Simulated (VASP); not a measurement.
Here is a VASP 6.6.1 calculation.

The input INCAR:

```
SYSTEM = KIr
PREC = Accurate
ENCUT = 600
EDIFF = 1E-6
ISMEAR = -1
SIGMA = 0.05
LREAL = .False.
LASPH = .True.
NELM = 80
ALGO = Normal
ISIF = 3
LWAVE = .False.
LCHARG = .False.
GGA = CA
IBRION = 2
NSW = 40
EDIFFG = -0.005
```

Contents of KPOINTS:

```
Automatic mesh
0
Gamma
  10 10 10
  0 0 0
```

POSCAR

```
KIr
1.0
    3.4457357822      0.0000000000      0.0000000000
    0.0000000000      3.4457357822      0.0000000000
    0.0000000000      0.0000000000      3.4457357822
K Ir
1 1
Direct
    0.0000000000      0.0000000000      0.0000000000
    0.5000000000      0.5000000000      0.5000000000
```

Potentials or basis: VASP PAW LDA potentials, release 64 (K_sv, Ir).

Launch:

```console
$ cat potpaw_LDA.64/K_sv/POTCAR potpaw_LDA.64/Ir/POTCAR > POTCAR
$ mpirun -np 1 vasp_std > vasp.out
```

(1) Estimate the relaxed volume.

(2) Estimate the relaxed cell.

(3) Estimate the band gap on the k mesh.

(4) What does it give for the space group after relaxing (to 0.1 Å)?

## Answers

(1) 20.67 Å³/atom.

(2) a = 3.458 Å, b = 3.458 Å, c = 3.458 Å, α = 90.00°, β = 90.00°, γ = 90.00°.

(3) zero (bands 9 and 10 overlap by 1.30 eV).

(4) Pm-3m (No. 221).

Caveat: spin-orbit coupling is left out, which moves the levels of the heavy elements.
